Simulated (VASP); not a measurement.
# SnO2 (P4_2/mnm) in VASP: relaxation of cell and atoms with PBE+D3(BJ)

Aim: the relaxation of cell and atoms of SnO2 with PBE+D3(BJ).

Program: VASP 6.6.1. These are calculated values, not measurements. Logs are shortened: lines on timing, memory, paths and dates and some standing lists are left out, and cuts for length are marked.

### 1 The cell of the first run

It takes space group P4_2/mnm (No. 136, tetragonal). The conventional cell has a = 4.737 Å, b = 4.737 Å, c = 3.186 Å, α = 90.00°, β = 90.00°, γ = 90.00°. Within 2.7 Å of Sn (site symmetry mmm) lie 6 O at 2.05 to 2.06 Å. Within 2.7 Å of O (site symmetry m2m) lie 3 Sn at 2.05 to 2.06 Å and 1 O at 2.60 Å.

### 2 Relaxation of cell and atoms, PBE+D3(BJ)

Contents of INCAR:

```
PREC = Accurate
ENCUT = 600
EDIFF = 1E-7
ISMEAR = 0
SIGMA = 0.02
LREAL = False
LASPH = True
NELM = 80
ALGO = Normal
ISIF = 3
LWAVE = False
LCHARG = False
GGA = PE
IVDW = 12
IBRION = 2
NSW = 100
EDIFFG = -0.005
```

Contents of KPOINTS:

```
regular mesh
0
Gamma
  6 6 8
```

Contents of POSCAR:

```
SnO2
1.0
    4.7373500000      0.0000000000      0.0000000000
    0.0000000000      4.7373500000      0.0000000000
    0.0000000000      0.0000000000      3.1864000000
Sn O
2 4
Direct
    0.0000000000      0.0000000000      0.0000000000
    0.5000000000      0.5000000000      0.5000000000
    0.3056200000      0.3056200000      0.0000000000
    0.1943800000      0.8056200000      0.5000000000
    0.6943800000      0.6943800000      0.0000000000
    0.8056200000      0.1943800000      0.5000000000
```

Potentials or basis: VASP PAW PBE potentials, release 64 (Sn_d, O).

Launch:

```
cat potpaw_PBE.64/Sn_d/POTCAR potpaw_PBE.64/O/POTCAR > POTCAR
mpirun -np 1 vasp_std > vasp.out
```

OUTCAR:

```text
PREC = Accurate
   ENCUT = 600
   EDIFF = 1E-7
   ISMEAR = 0
   LREAL = False
   LASPH = True
   NELM = 80
   ISIF = 3
   GGA = PE
   IVDW = 12
   IBRION = 2
   NSW = 100
   EDIFFG = -0.005
 IVDW          = 12

 ion  position               nearest neighbor table
   1  0.000  0.000  0.000-   3 2.05   5 2.05   4 2.06   6 2.06   4 2.06   6 2.06   2 3.71   2 3.71
                             2 3.71   2 3.71   2 3.71   2 3.71   2 3.71   2 3.71
   2  0.500  0.500  0.500-   4 2.05   6 2.05   5 2.06   3 2.06   3 2.06   5 2.06   1 3.71   1 3.71
                             1 3.71   1 3.71   1 3.71   1 3.71   1 3.71   1 3.71
   3  0.306  0.306  0.000-   1 2.05   2 2.06   2 2.06
   4  0.194  0.806  0.500-   2 2.05   1 2.06   1 2.06
   5  0.694  0.694  0.000-   1 2.05   2 2.06   2 2.06
   6  0.806  0.194  0.500-   2 2.05   1 2.06   1 2.06

  LATTYP: Found a simple tetragonal cell.
 ALAT       =     4.7373500000
 C/A-ratio  =     0.6726123255

  Lattice vectors:

 A1 = (   4.7373500000,   0.0000000000,   0.0000000000)
 A2 = (   0.0000000000,   4.7373500000,   0.0000000000)
 A3 = (   0.0000000000,   0.0000000000,   3.1864000000)

Analysis of symmetry for initial positions (statically):
=====================================================================
 Subroutine PRICEL returns:
 Original cell was already a primitive cell.

 Routine SETGRP: Setting up the symmetry group for a
 simple tetragonal supercell.

 Subroutine GETGRP returns: Found 16 space group operations
 (whereof  8 operations were pure point group operations)
 out of a pool of 16 trial point group operations.

The static configuration has the point symmetry D_2h.
 The point group associated with its full space group is D_4h.

Analysis of symmetry for dynamics (positions and initial velocities):
=====================================================================
 Subroutine PRICEL returns:
 Original cell was already a primitive cell.

 Routine SETGRP: Setting up the symmetry group for a
 simple tetragonal supercell.

 Subroutine GETGRP returns: Found 16 space group operations
 (whereof  8 operations were pure point group operations)
 out of a pool of 16 trial point group operations.

The dynamic configuration has the point symmetry D_2h.
 The point group associated with its full space group is D_4h.

 Subroutine INISYM returns: Found 16 space group operations
 (whereof  8 operations are pure point group operations),
 and found     1 'primitive' translations

----------------------------------------------------------------------------------------

                                     Primitive cell

  volume of cell :      71.5107

  direct lattice vectors                    reciprocal lattice vectors
     4.737350000  0.000000000  0.000000000     0.211088478  0.000000000  0.000000000
     0.000000000  4.737350000  0.000000000     0.000000000  0.211088478  0.000000000
     0.000000000  0.000000000  3.186400000     0.000000000  0.000000000  0.313833794

  length of vectors
     4.737350000  4.737350000  3.186400000     0.211088478  0.211088478  0.313833794

  position of ions in fractional coordinates (direct lattice)
     0.000000000  0.000000000  0.000000000
     0.500000000  0.500000000  0.500000000
     0.305620000  0.305620000  0.000000000
     0.194380000  0.805620000  0.500000000
     0.694380000  0.694380000  0.000000000
     0.805620000  0.194380000  0.500000000

  ion indices of the primitive-cell ions
   primitive index   ion index
                 1           1
                 2           2
                 3           3
                 4           4
                 5           5
                 6           6

----------------------------------------------------------------------------------------

 KPOINTS: regular mesh

Automatic generation of k-mesh.
 Grid dimensions read from file:
 generate k-points for:    6    6    8

 Generating k-lattice:

  Cartesian coordinates                     Fractional coordinates (reciprocal lattice)
     0.035181413  0.000000000  0.000000000     0.166666667  0.000000000  0.000000000
     0.000000000  0.035181413  0.000000000     0.000000000  0.166666667  0.000000000
     0.000000000  0.000000000  0.039229224     0.000000000  0.000000000  0.125000000

  Length of vectors
     0.035181413  0.035181413  0.039229224

  Shift w.r.t. Gamma in fractional coordinates (k-lattice)
     0.000000000  0.000000000  0.000000000

 Subroutine IBZKPT returns following result:
 ===========================================

 Found     50 irreducible k-points:

 Following reciprocal coordinates:
            Coordinates               Weight
  0.000000  0.000000  0.000000      1.000000
  0.166667  0.000000  0.000000      4.000000
  0.333333  0.000000  0.000000      4.000000
  0.500000  0.000000  0.000000      2.000000
  0.166667  0.166667  0.000000      4.000000
  0.333333  0.166667  0.000000      8.000000
[... 16 lines left out ...]
  0.333333  0.000000  0.250000      8.000000
  0.500000  0.000000  0.250000      4.000000
 [... further k-points ...]
   k-points           NKPTS =     50   k-points in BZ     NKDIM =     50   number of bands    NBANDS=     31
   number of dos      NEDOS =    301   number of ions     NIONS =      6
   total plane-waves  NPLWV =  44800
   dimension x,y,z NGX =    40 NGY =   40 NGZ =   28
   dimension x,y,z NGXF=    80 NGYF=   80 NGZF=   56
   ions per type =               2   4
   NGX,Y,Z   is equivalent  to a cutoff of  14.04, 14.04, 14.61 a.u.
   NGXF,Y,Z  is equivalent  to a cutoff of  28.07, 28.07, 29.22 a.u.
 SYSTEM =  unknown system
   PREC   = accura    normal or accurate (medium, high low for compatibility)
   ISTART =      0    job   : 0-new  1-cont  2-samecut
   ICHARG =      2    charge: 1-file 2-atom 10-const
   ISPIN  =      1    spin polarized calculation?
   LNONCOLLINEAR =      F non collinear calculations
   LSORBIT =      F    spin-orbit coupling
   LASPH  =      T    aspherical Exc in radial PAW
   ENCUT  =  600.0 eV  44.10 Ry    6.64 a.u.   9.46  9.46  6.36*2*pi/ulx,y,z
   NELM   =     80;   NELMIN=  2; NELMDL= -5     # of ELM steps
   EDIFF  = 0.1E-06   stopping-criterion for ELM
   LREAL  =      F    real-space projection
   EDIFFG = -.5E-02   stopping-criterion for IOM
   NSW    =    100    number of steps for IOM
   IBRION =      2    ionic relax: 0-MD 1-quasi-New 2-CG
   NFREE  =      1    steps in history (QN), initial steepest desc. (CG)
   ISIF   =      3    stress and relaxation
   ISYM   =      2    0-nonsym 1-usesym 2-fastsym
   POTIM  = 0.5000    time-step for ionic-motion
   TEBEG  =    0.0;   TEEND  =   0.0 temperature during run
   PSTRESS=    0.0 pullay stress
   NELECT =      52.0000    total number of electrons
   NUPDOWN=      -1.0000    fix difference up-down
   EMIN   =  10.00;   EMAX   =-10.00  energy-range for DOS
   EFERMI =   0.00;   METHOD = LEGACY
   ISMEAR =     0;   SIGMA  =   0.02  broadening in eV -4-tet -1-fermi 0-gaus
   EFERMI_NEDOS =   21; number of points for ismear=-14 and -15
   IALGO  =     38    algorithm
   IMIX   =      4    mixing-type and parameters
     AMIX     =   0.40;   BMIX     =  1.00
     AMIX_MAG =   1.60;   BMIX_MAG =  1.00
  volume/ion in A,a.u.               =      11.92        80.43
  Fermi-wavevector in a.u.,A,eV,Ry     =   1.472150  2.781961 29.486913  2.167227
  Thomas-Fermi vector in A             =   2.587200
   LORBIT       =      0    0 simple, 1 ext, 2 COOP (PROOUT), +10 PAW based schemes
   GGA     = PE    functional components
   LHFCALC =     F    Hartree Fock is set to
   AEXX    =    0.0000 exact exchange contribution
   IVDW    =    12    specifies the selected vdW correction
   LEPSILON=     F    determine dielectric tensor
   LRPA    =     F    only Hartree local field effects (RPA)
 conjugate gradient relaxation of ions
 non-spin polarized calculation
 Gauss-broadening in eV      SIGMA  =   0.02
  energy-cutoff  :      600.00
  volume of cell :       71.51
 maximum number of plane-waves:      2409
 NGX is ok and might be reduce to    40
   NGX = 19   NGY = 19   NGZ = 13

--------------------------------------- Ionic step        1  -------------------------------------------

 number of electron      52.0000000 magnetization

 Free energy of the ion-electron system (eV)
  ---------------------------------------------------
  ext. energy  EPLUGINS =         0.00000000
  ---------------------------------------------------
  free energy    TOTEN  =       -37.17495458 eV

  energy without entropy =      -37.17495458  energy(sigma->0) =      -37.17495458

------------------------ aborting loop because EDIFF is reached ----------------------------------------

 Edisp (eV)   -1.34027

 E8    (eV) :    -0.5389

  FORCE on cell =-STRESS in cart. coord.  units (eV):
  Direction    XX          YY          ZZ          XY          YZ          ZX
  --------------------------------------------------------------------------------------
  -------------------------------------------------------------------------------------
  Total       3.27397     3.27397     4.46062    -0.00000     0.00000     0.00000
  in kB      73.35234    73.35234    99.93894    -0.00000     0.00000     0.00000
  external pressure =       82.21 kB  Pullay stress =        0.00 kB
[... 289 lines left out ...]
  energy  without entropy=      -38.5869673381  energy(sigma->0) =      -38.58696734

--------------------------------------- Ionic step        8  -------------------------------------------

 number of electron      52.0000004 magnetization

 Free energy of the ion-electron system (eV)
  ---------------------------------------------------
  ext. energy  EPLUGINS =         0.00000000
  ---------------------------------------------------
  free energy    TOTEN  =       -37.30068601 eV

  energy without entropy =      -37.30068601  energy(sigma->0) =      -37.30068601

 E-fermi :   5.8513     XC(G=0): -11.0531

 val. band max:        5.6929181192   @ k =   0.0000   0.0000   0.0000
 cond. band min:       6.4896711119   @ k =   0.0000   0.0000   0.0000
 fundamental gap:      0.7967529926
 Fermi energy:         5.8512891600

 k-point     1 :       0.0000    0.0000    0.0000
  band No.  band energies     occupation
      1     -15.3588      2.00000
      2     -14.6515      2.00000
      3     -14.4555      2.00000
      4     -14.4279      2.00000
      5     -14.4279      2.00000
      6     -14.3669      2.00000
[... 805 lines left out ...]
     30      14.1699      0.00000
     31      14.8656      0.00000

 [... further k-points ...]

------------------------ aborting loop because EDIFF is reached ----------------------------------------

 Edisp (eV)   -1.28629

 E8    (eV) :    -0.5171

  FORCE on cell =-STRESS in cart. coord.  units (eV):
  Direction    XX          YY          ZZ          XY          YZ          ZX
  --------------------------------------------------------------------------------------
  -------------------------------------------------------------------------------------
  Total       0.00570     0.00570     0.00283     0.00000     0.00000     0.00000
  in kB       0.12281     0.12281     0.06090     0.00000     0.00000     0.00000
  external pressure =        0.10 kB  Pullay stress =        0.00 kB
[... 21 lines left out ...]
  FREE ENERGIE OF THE ION-ELECTRON SYSTEM (eV)
  ---------------------------------------------------
  free  energy   TOTEN  =       -38.5869752916 eV

  energy  without entropy=      -38.5869752916  energy(sigma->0) =      -38.58697529

 reached required accuracy - stopping structural energy minimisation
```

Run time: 14 min. Hardware: 1 thread of AMD EPYC 7R43 (Zen 3), shared host; peak memory 0.24 GiB.

What came out:

```
Free energy                            : -38.5870 eV
Relaxed volume                         : 12.40 Å³/atom
Relaxed cell                           : a = 4.796 Å, b = 4.796 Å, c = 3.234 Å, α = 90.00°, β = 90.00°, γ = 90.00°
Space group after relaxing (to 0.05 Å) : P4_2/mnm (No. 136)
Energy gained by relaxing              : 12.0 meV/atom
Ionic steps                            : 8
Pressure after relaxing                : 0.0 GPa
Band gap on the k mesh                 : 0.80 eV, direct
Dispersion energy per atom             : -0.214 eV
```

Step by step:
```csv
step,energy change (eV),largest force (eV/Å),pressure (GPa),volume (Å³)
1,0.0000,0.0563,8.22,71.51
2,0.0349,0.2668,-8.30,78.03
3,-0.0705,0.1096,-0.02,74.33
4,-0.0705,0.1067,0.14,74.27
5,-0.0717,0.0088,0.08,74.36
6,-0.0717,0.0021,0.07,74.37
7,-0.0717,0.0014,-0.07,74.43
8,-0.0718,0.0005,0.01,74.40
```

Final structure:
```xyz
6
Lattice="4.7964 0.0000 0.0000 0.0000 4.7964 0.0000 0.0000 0.0000 3.2340" Properties=species:S:1:pos:R:3 pbc="T T T"
Sn    0.0000    0.0000    0.0000
Sn    2.3982    2.3982    1.6170
O     1.4686    1.4686    0.0000
O     0.9296    3.8668    1.6170
O     3.3278    3.3278    0.0000
O     3.8668    0.9296    1.6170
```

Levels at points of the mesh, in eV from the valence-band top:
```
           k point  band 24  band 25  band 26  band 27  band 28  band 29
(0.00, 0.00, 0.00)    -0.75    -0.75     0.00     0.80     5.79     6.10
(0.50, 0.00, 0.00)    -1.21    -0.61    -0.61     4.02     4.02     6.86
(0.50, 0.50, 0.00)    -1.34    -0.86    -0.86     4.41     4.41     7.23
(0.00, 0.00, 0.50)    -1.56    -1.20    -1.20     5.73     5.73     9.47
(0.50, 0.00, 0.50)    -1.04    -0.73    -0.73     6.00     6.00     7.75
(0.50, 0.50, 0.50)    -0.92    -0.79    -0.79     4.47     4.47     8.71
```

Caveat: spin-orbit coupling is left out, which moves the levels of the heavy elements. Zero-point motion and thermal expansion aren't in these numbers.
